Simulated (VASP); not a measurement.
# PbS in VASP: settings compared

The runs below take PbS through single point, with LDA, r2SCAN+rVV10, r2SCAN.

All numbers are computed with VASP 6.6.1; they aren't measurements. Logs are shortened: lines on timing, memory, paths and dates and some standing lists are left out, and cuts for length are marked.

**1. The cell of the first run**

The typed cell holds 4 atoms: a = 5.956 Å, b = 4.198 Å, c = 4.198 Å, α = 90.00°, β = 90.00°, γ = 90.00°.

**2. Single point, LDA**

The input, INCAR:

```
PREC = Accurate
ENCUT = 520
EDIFF = 1E-6
ISMEAR = 0
SIGMA = 0.01
LREAL = False
LASPH = True
NELM = 80
ALGO = Normal
ISIF = 2
LWAVE = False
LCHARG = False
NBANDS = 28
```

The input, KPOINTS:

```
Automatic mesh
0
Gamma
  4 6 6
```

The input, POSCAR:

```
PbS
1.0
    5.9555789856      0.0000000000      0.0000000000
    0.0000000000      2.9685400393      2.9685400630
    0.0000000000     -2.9685400393      2.9685400630
Pb S
2 2
Direct
    0.7498944079      0.2605182553      0.7605182553
    0.2501055921      0.7605182553      0.2605182553
    0.7496622065      0.7604817447      0.2604817447
    0.2503377935      0.2604817447      0.7604817447
```

Potentials or basis: VASP PAW LDA potentials, release 64 (Pb_d, S).

The run is started by

```
$ cat potpaw_LDA.64/Pb_d/POTCAR potpaw_LDA.64/S/POTCAR > POTCAR
$ mpirun -np 1 vasp_std > vasp.out
```

OUTCAR:

```text
PREC = Accurate
   ENCUT = 520
   EDIFF = 1E-6
   ISMEAR = 0
   LREAL = False
   LASPH = True
   NELM = 80
   ISIF = 2

 ion  position               nearest neighbor table
   1  0.750  0.261  0.761-   3 2.97   3 2.97   3 2.97   3 2.97   4 2.98   4 2.98
   2  0.250  0.761  0.261-   4 2.97   4 2.97   4 2.97   4 2.97   3 2.98   3 2.98
   3  0.750  0.760  0.260-   1 2.97   1 2.97   1 2.97   1 2.97   2 2.98   2 2.98
   4  0.250  0.260  0.760-   2 2.97   2 2.97   2 2.97   2 2.97   1 2.98   1 2.98

  LATTYP: Found a simple tetragonal cell.
 ALAT       =     4.1981496008
 C/A-ratio  =     1.4186199997

  Lattice vectors:

 A1 = (   0.0000000000,   2.9685400393,   2.9685400630)
 A2 = (   0.0000000000,  -2.9685400393,   2.9685400630)
 A3 = (   5.9555789856,   0.0000000000,   0.0000000000)

Analysis of symmetry for initial positions (statically):
=====================================================================
 Subroutine PRICEL returns:
 Original cell was already a primitive cell.

 Routine SETGRP: Setting up the symmetry group for a
 simple tetragonal supercell.

 Subroutine GETGRP returns: Found  4 space group operations
 (whereof  2 operations were pure point group operations)
 out of a pool of 16 trial point group operations.

The static configuration has the point symmetry C_2 .
 The point group associated with its full space group is C_2v.

Analysis of symmetry for dynamics (positions and initial velocities):
=====================================================================
 Subroutine PRICEL returns:
 Original cell was already a primitive cell.

 Routine SETGRP: Setting up the symmetry group for a
 simple tetragonal supercell.

 Subroutine GETGRP returns: Found  4 space group operations
 (whereof  2 operations were pure point group operations)
 out of a pool of 16 trial point group operations.

The dynamic configuration has the point symmetry C_2 .
 The point group associated with its full space group is C_2v.

 Subroutine INISYM returns: Found  4 space group operations
 (whereof  2 operations are pure point group operations),
 and found     1 'primitive' translations

----------------------------------------------------------------------------------------

                                     Primitive cell

  volume of cell :     104.9639

  direct lattice vectors                    reciprocal lattice vectors
     5.955578986  0.000000000  0.000000000     0.167909787  0.000000000  0.000000000
     0.000000000  2.968540039  2.968540063     0.000000000  0.168432965  0.168432963
     0.000000000 -2.968540039  2.968540063     0.000000000 -0.168432965  0.168432963

  length of vectors
     5.955578986  4.198149601  4.198149601     0.167909787  0.238200182  0.238200182

  position of ions in fractional coordinates (direct lattice)
     0.749894408  0.260518255  0.760518255
     0.250105592  0.760518255  0.260518255
     0.749662206  0.760481745  0.260481745
     0.250337794  0.260481745  0.760481745

  ion indices of the primitive-cell ions
   primitive index   ion index
                 1           1
                 2           2
                 3           3
                 4           4

----------------------------------------------------------------------------------------

 KPOINTS: Automatic mesh

Automatic generation of k-mesh.
 Grid dimensions read from file:
 generate k-points for:    4    6    6

 Generating k-lattice:

  Cartesian coordinates                     Fractional coordinates (reciprocal lattice)
     0.041977447  0.000000000  0.000000000     0.250000000  0.000000000  0.000000000
     0.000000000  0.028072161  0.028072161     0.000000000  0.166666667 -0.000000000
     0.000000000 -0.028072161  0.028072161     0.000000000 -0.000000000  0.166666667

  Length of vectors
     0.041977447  0.039700030  0.039700030

  Shift w.r.t. Gamma in fractional coordinates (k-lattice)
     0.000000000  0.000000000  0.000000000

 Subroutine IBZKPT returns following result:
 ===========================================

 Found     39 irreducible k-points:

 Following reciprocal coordinates:
            Coordinates               Weight
  0.000000  0.000000  0.000000      1.000000
  0.250000  0.000000  0.000000      2.000000
  0.500000  0.000000  0.000000      1.000000
  0.000000  0.166667 -0.000000      4.000000
  0.250000  0.166667 -0.000000      8.000000
  0.500000  0.166667 -0.000000      4.000000
[... 16 lines left out ...]
  0.500000  0.333333  0.166667      4.000000
  0.500000 -0.166667  0.333333      4.000000
 [... further k-points ...]
   k-points           NKPTS =     39   k-points in BZ     NKDIM =     39   number of bands    NBANDS=     28
   number of dos      NEDOS =    301   number of ions     NIONS =      4
   total plane-waves  NPLWV =  49152
   dimension x,y,z NGX =    48 NGY =   32 NGZ =   32
   dimension x,y,z NGXF=    96 NGYF=   64 NGZF=   64
   ions per type =               2   2
   NGX,Y,Z   is equivalent  to a cutoff of  13.40, 12.67, 12.67 a.u.
   NGXF,Y,Z  is equivalent  to a cutoff of  26.80, 25.34, 25.34 a.u.
 SYSTEM =  unknown system
   PREC   = accura    normal or accurate (medium, high low for compatibility)
   ISTART =      0    job   : 0-new  1-cont  2-samecut
   ICHARG =      2    charge: 1-file 2-atom 10-const
   ISPIN  =      1    spin polarized calculation?
   LNONCOLLINEAR =      F non collinear calculations
   LSORBIT =      F    spin-orbit coupling
   LASPH  =      T    aspherical Exc in radial PAW
   ENCUT  =  520.0 eV  38.22 Ry    6.18 a.u.  11.07  7.81  7.81*2*pi/ulx,y,z
   NELM   =     80;   NELMIN=  2; NELMDL= -5     # of ELM steps
   EDIFF  = 0.1E-05   stopping-criterion for ELM
   LREAL  =      F    real-space projection
   EDIFFG = 0.1E-04   stopping-criterion for IOM
   NSW    =      0    number of steps for IOM
   IBRION =     -1    ionic relax: 0-MD 1-quasi-New 2-CG
   NFREE  =      0    steps in history (QN), initial steepest desc. (CG)
   ISIF   =      2    stress and relaxation
   ISYM   =      2    0-nonsym 1-usesym 2-fastsym
   POTIM  = 0.5000    time-step for ionic-motion
   TEBEG  =    0.0;   TEEND  =   0.0 temperature during run
   PSTRESS=    0.0 pullay stress
   NELECT =      40.0000    total number of electrons
   NUPDOWN=      -1.0000    fix difference up-down
   EMIN   =  10.00;   EMAX   =-10.00  energy-range for DOS
   EFERMI =   0.00;   METHOD = LEGACY
   ISMEAR =     0;   SIGMA  =   0.01  broadening in eV -4-tet -1-fermi 0-gaus
   EFERMI_NEDOS =   21; number of points for ismear=-14 and -15
   IALGO  =     38    algorithm
   IMIX   =      4    mixing-type and parameters
     AMIX     =   0.40;   BMIX     =  1.00
     AMIX_MAG =   1.60;   BMIX_MAG =  1.00
  volume/ion in A,a.u.               =      26.24       177.08
  Fermi-wavevector in a.u.,A,eV,Ry     =   1.186902  2.242920 19.167024  1.408737
  Thomas-Fermi vector in A             =   2.323065
   LORBIT       =      0    0 simple, 1 ext, 2 COOP (PROOUT), +10 PAW based schemes
   GGA     = CA    functional components
   LHFCALC =     F    Hartree Fock is set to
   AEXX    =    0.0000 exact exchange contribution
   IVDW    =     0    specifies the selected vdW correction
   LEPSILON=     F    determine dielectric tensor
   LRPA    =     F    only Hartree local field effects (RPA)
 non-spin polarized calculation
 Gauss-broadening in eV      SIGMA  =   0.01
  energy-cutoff  :      520.00
  volume of cell :      104.96
 maximum number of plane-waves:      2848
 NGX is ok and might be reduce to    48
   NGX = 23   NGY = 15   NGZ = 15

 number of electron      40.0000001 magnetization

 Free energy of the ion-electron system (eV)
  ---------------------------------------------------
  ext. energy  EPLUGINS =         0.00000000
  ---------------------------------------------------
  free energy    TOTEN  =       -19.94145372 eV

  energy without entropy =      -19.94145372  energy(sigma->0) =      -19.94145372

 E-fermi :   5.6006     XC(G=0): -10.0018

 val. band max:        5.5134062060   @ k =   0.5000   0.5000  -0.0000
 cond. band min:       5.7405718125   @ k =   0.5000   0.5000  -0.0000
 fundamental gap:      0.2271656064
 Fermi energy:         5.6005608087

 k-point     1 :       0.0000    0.0000    0.0000
  band No.  band energies     occupation
      1     -11.3884      2.00000
      2     -11.2696      2.00000
      3     -11.2464      2.00000
      4     -11.2464      2.00000
      5     -11.2440      2.00000
      6     -11.2385      2.00000
[... 20 lines left out ...]
     27      11.0687      0.00000
     28      12.1666      0.00000

 k-point     2 :       0.2500    0.0000    0.0000
  band No.  band energies     occupation
      1     -11.3583      2.00000
      2     -11.2658      2.00000
      3     -11.2508      2.00000
      4     -11.2477      2.00000
      5     -11.2378      2.00000
      6     -11.2378      2.00000
[... 20 lines left out ...]
     27      10.7828      0.00000
     28      11.2178      0.00000

 k-point     3 :       0.5000    0.0000    0.0000
  band No.  band energies     occupation
      1     -11.2962      2.00000
      2     -11.2953      2.00000
      3     -11.2568      2.00000
      4     -11.2567      2.00000
      5     -11.2214      2.00000
      6     -11.2213      2.00000
[... 20 lines left out ...]
     27      10.3332      0.00000
     28      10.3332      0.00000

 k-point     4 :       0.0000    0.1667   -0.0000
  band No.  band energies     occupation
      1     -11.3692      2.00000
      2     -11.2588      2.00000
      3     -11.2464      2.00000
      4     -11.2438      2.00000
      5     -11.2419      2.00000
      6     -11.2398      2.00000
[... 578 lines left out ...]
     27      11.7182      0.00000
     28      13.4316      0.00000

 k-point    23 :       0.5000    0.3333    0.1667
  band No.  band energies     occupation
      1     -11.2792      2.00000
      2     -11.2788      2.00000
      3     -11.2581      2.00000
      4     -11.2580      2.00000
      5     -11.2352      2.00000
      6     -11.2351      2.00000
[... 20 lines left out ...]
     27      13.5111      0.00000
     28      13.5135      0.00000

 k-point    24 :       0.5000   -0.1667    0.3333
  band No.  band energies     occupation
      1     -11.2792      2.00000
      2     -11.2788      2.00000
      3     -11.2581      2.00000
      4     -11.2580      2.00000
      5     -11.2352      2.00000
      6     -11.2351      2.00000
[... 20 lines left out ...]
     27      13.5111      0.00000
     28      13.5135      0.00000

 [... further k-points ...]

------------------------ aborting loop because EDIFF is reached ----------------------------------------

  FORCE on cell =-STRESS in cart. coord.  units (eV):
  Direction    XX          YY          ZZ          XY          YZ          ZX
  --------------------------------------------------------------------------------------
  -------------------------------------------------------------------------------------
  Total       -1.8045252     -1.8634514     -1.8631546      0.0000000      0.0000000      0.0000000
  in kB      -27.5444254    -28.4438809    -28.4393500      0.0000000      0.0000000      0.0000000
  external PRESSURE =     -28.1425521 kB  Pullay stress =       0.0000000 kB

 VOLUME and BASIS-vectors are now :
 -----------------------------------------------------------------------------
  energy-cutoff  :      520.00
  volume of cell :      104.96
      direct lattice vectors                 reciprocal lattice vectors
     5.955578986  0.000000000  0.000000000     0.167909787  0.000000000  0.000000000
     0.000000000  2.968540039  2.968540063     0.000000000  0.168432965  0.168432963
     0.000000000 -2.968540039  2.968540063     0.000000000 -0.168432965  0.168432963

 POSITION                                       TOTAL-FORCE (eV/Angst)
 -----------------------------------------------------------------------------------
      4.46606     -1.48427      3.03099        -0.000795      0.000000     -0.000079
      1.48952      1.48427      3.03099         0.000795      0.000000     -0.000079
      4.46467      1.48427      3.03077        -0.000273      0.000000      0.000079
      1.49091     -1.48427      3.03077         0.000273      0.000000      0.000079
 -----------------------------------------------------------------------------------
    total drift:                                0.000000     -0.000000     -0.000059

  FREE ENERGIE OF THE ION-ELECTRON SYSTEM (eV)
  ---------------------------------------------------
  free  energy   TOTEN  =       -19.9414537156 eV

  energy  without entropy=      -19.9414537156  energy(sigma->0) =      -19.94145372
```

Run time: 64 s. Hardware: 1 thread of Intel Xeon Platinum 8259CL at 2.50GHz (Skylake/Cascade Lake), shared host; peak memory 0.23 GiB.

Results:

```yaml
Free_energy: -19.9415 eV
Pressure: -2.8 GPa
Band_gap_on_the_k_mesh: 0.23 eV
```

Stress tensor (GPa, compression positive):
```
-2.75  0.00  0.00
 0.00 -2.84  0.00
 0.00  0.00 -2.84
```

Levels at points of the mesh, in eV from the valence-band top:
| k point | band 17 | band 18 | band 19 | band 20 | band 21 | band 22 | band 23 | band 24 |
| --- | --- | --- | --- | --- | --- | --- | --- | --- |
| (0.00, 0.00, 0.00) | -3.42 | -2.14 | -2.14 | -2.11 | 3.76 | 5.01 | 5.08 | 5.08 |
| (0.50, 0.00, 0.00) | -2.80 | -2.80 | -1.75 | -1.74 | 2.31 | 2.33 | 4.64 | 4.64 |
| (0.00, 0.50, 0.00) | -1.85 | -1.85 | -0.79 | -0.79 | 1.32 | 1.32 | 2.33 | 2.33 |
| (0.50, 0.50, 0.00) | -1.72 | -1.72 | 0.00 | 0.00 | 0.23 | 0.23 | 1.84 | 1.84 |
| (0.00, 0.50, 0.50) | -3.44 | -3.44 | -3.41 | -3.41 | 3.75 | 3.75 | 5.46 | 5.46 |
| (0.50, 0.50, 0.50) | -4.43 | -4.43 | -1.01 | -1.01 | 2.05 | 2.05 | 4.57 | 4.57 |

Caveat: spin-orbit coupling is left out, which moves the levels of the heavy elements.

**3. Single point, r2SCAN+rVV10**

POSCAR is that of step 2.

The input, INCAR.step1:

```
SYSTEM = PbS
PREC     = Accurate       ! precision mode
ENCUT    = 520            ! plane-wave cutoff, eV
ISMEAR   = -1             ! smearing method
SIGMA    = 0.02           ! smearing width, eV
LREAL    = .False.        ! projectors in reciprocal space
LASPH    = .True.         ! aspherical terms in the spheres
NELM     = 60             ! most SCF steps
NBANDS   = 28             ! bands
GGA      = PE             ! functional
ALGO     = Normal         ! electronic algorithm
EDIFF    = 1E-4           ! SCF threshold, eV
LWAVE    = .True.         ! write WAVECAR
LCHARG   = .False.        ! write CHGCAR
```

The input, INCAR.step2:

```
SYSTEM = PbS
PREC     = Accurate       ! precision mode
ENCUT    = 520            ! plane-wave cutoff, eV
EDIFF    = 1E-7           ! SCF threshold, eV
ISMEAR   = -1             ! smearing method
SIGMA    = 0.02           ! smearing width, eV
LREAL    = .False.        ! projectors in reciprocal space
LASPH    = .True.         ! aspherical terms in the spheres
NELM     = 60             ! most SCF steps
ALGO     = Normal         ! electronic algorithm
ISIF     = 2              ! what is computed and relaxed
LWAVE    = .False.        ! write WAVECAR
LCHARG   = .False.        ! write CHGCAR
METAGGA  = R2SCAN         ! meta-GGA
LMIXTAU  = .True.       
LUSE_VDW = .True.       
IVDW_NL  = 2            
BPARAM   = 11.95        
CPARAM   = 0.0093       
NBANDS   = 28             ! bands
ISTART   = 1
```

The input, KPOINTS:

```
Automatic mesh
0
Gamma
  4 6 6
  0 0 0
```

Potentials or basis: VASP PAW PBE potentials, release 64 (Pb_d, S).

The run is started by

```
$ cat potpaw_PBE.64/Pb_d/POTCAR potpaw_PBE.64/S/POTCAR > POTCAR
$ cp INCAR.step1 INCAR
$ mpirun -np 1 vasp_std > vasp.out
$ cp INCAR.step2 INCAR
$ mpirun -np 1 vasp_std > vasp.out
```

Run time: 5.8 min. Hardware: 1 thread of Intel Xeon Platinum 8259CL at 2.50GHz (Skylake/Cascade Lake), shared host; peak memory 0.47 GiB.

It converged, with:

```yaml
Free_energy: -130.2028 eV
Pressure: 0.1 GPa
Band_gap_on_the_k_mesh: 0.60 eV
```

Levels at points of the mesh, in eV from the valence-band top:
```
           k point  band 17  band 18  band 19  band 20  band 21  band 22  band 23  band 24
(0.00, 0.00, 0.00)    -3.58    -2.31    -2.31    -2.29     4.11     5.48     5.56     5.56
(0.50, 0.00, 0.00)    -2.97    -2.97    -1.82    -1.80     2.66     2.69     5.02     5.02
(0.00, 0.50, 0.00)    -2.02    -2.02    -0.81    -0.81     1.67     1.67     2.66     2.66
(0.50, 0.50, 0.00)    -1.91    -1.91     0.00     0.00     0.60     0.60     2.17     2.17
(0.00, 0.50, 0.50)    -3.61    -3.61    -3.57    -3.57     4.10     4.10     5.98     5.98
(0.50, 0.50, 0.50)    -4.58    -4.58    -1.12    -1.12     2.44     2.44     4.98     4.98
```

Caveat: the PAW data sets were made with another functional, which shifts forces and pressure a little; spin-orbit coupling is left out, which moves the levels of the heavy elements. A k mesh can miss the band edges.

**4. Single point, r2SCAN**

POSCAR is that of step 3.

The input, INCAR.step1:

```
  ALGO = Normal
  EDIFF = 1E-4
  ENCUT = 520
  GGA = PE
  ISMEAR = 0
  LASPH = T
  LCHARG = F
  LREAL = F
  LWAVE = T
  NBANDS = 28
  NELM = 100
  PREC = Accurate
  SIGMA = 0.01
```

The input, INCAR.step2:

```
  ALGO = Normal
  EDIFF = 1E-7
  ENCUT = 520
  ISIF = 2
  ISMEAR = 0
  ISTART = 1
  LASPH = T
  LCHARG = F
  LMIXTAU = T
  LREAL = F
  LWAVE = F
  METAGGA = R2SCAN
  NBANDS = 28
  NELM = 100
  PREC = Accurate
  SIGMA = 0.01
```

The input, KPOINTS:

```
k-points
0
Gamma
  4 6 6
```

The run is started by

```
$ cat potpaw_PBE.64/Pb_d/POTCAR potpaw_PBE.64/S/POTCAR > POTCAR
$ cp INCAR.step1 INCAR
$ mpirun -np 1 vasp_std > vasp.out
$ cp INCAR.step2 INCAR
$ mpirun -np 1 vasp_std > vasp.out
```

It took 4.6 min on 1 thread of Intel Xeon Platinum 8259CL at 2.50GHz (Skylake/Cascade Lake), shared host; peak memory 0.28 GiB.

Results (log left out):

```yaml
Free_energy: -131.2088 eV
Pressure: 1.0 GPa
Band_gap_on_the_k_mesh: 0.64 eV
```

Levels at points of the mesh, in eV from the valence-band top:
```csv
k point,band 16,band 17,band 18,band 19,band 20,band 21,band 22,band 23,band 24,band 25
"(0.00, 0.00, 0.00)",-3.57,-3.57,-2.31,-2.31,-2.28,4.18,5.49,5.56,5.56,5.96
"(0.50, 0.00, 0.00)",-2.97,-2.96,-2.96,-1.81,-1.79,2.68,2.71,5.08,5.09,5.28
"(0.00, 0.50, 0.00)",-3.82,-2.01,-2.01,-0.80,-0.80,1.70,1.70,2.67,2.67,4.54
"(0.50, 0.50, 0.00)",-1.91,-1.90,-1.90,0.00,0.00,0.64,0.64,2.19,2.19,2.21
"(0.00, 0.50, 0.50)",-5.34,-3.59,-3.59,-3.56,-3.56,4.17,4.17,6.00,6.00,6.03
"(0.50, 0.50, 0.50)",-4.57,-4.56,-4.56,-1.12,-1.12,2.46,2.46,5.02,5.02,5.03
```

Caveat: the PAW data sets were made with another functional, which shifts forces and pressure a little; spin-orbit coupling is left out, which moves the levels of the heavy elements. A k mesh can miss the band edges.

**5. Overview**

```csv
level,potentials or basis,smearing,gap on the mesh (eV),pressure (GPa)
LDA,"VASP PAW LDA potentials, release 64 (Pb_d, S)",gaussian 0.01 eV,0.23,-2.8
r2SCAN+rVV10,"VASP PAW PBE potentials, release 64 (Pb_d, S)",fermi-dirac 0.02 eV,0.60,0.1
r2SCAN,"VASP PAW PBE potentials, release 64 (Pb_d, S)",gaussian 0.01 eV,0.64,1.0
```

Alike in all rows: task single point; no spin polarisation; cell as given; k mesh 4 × 6 × 6; cutoff (eV) 520.

Caveats: spin-orbit coupling is left out, which moves the levels of the heavy elements; the PAW data sets were made with another functional, which shifts forces and pressure a little (some runs).

Absolute energies hang on the potentials; compare differences alone.
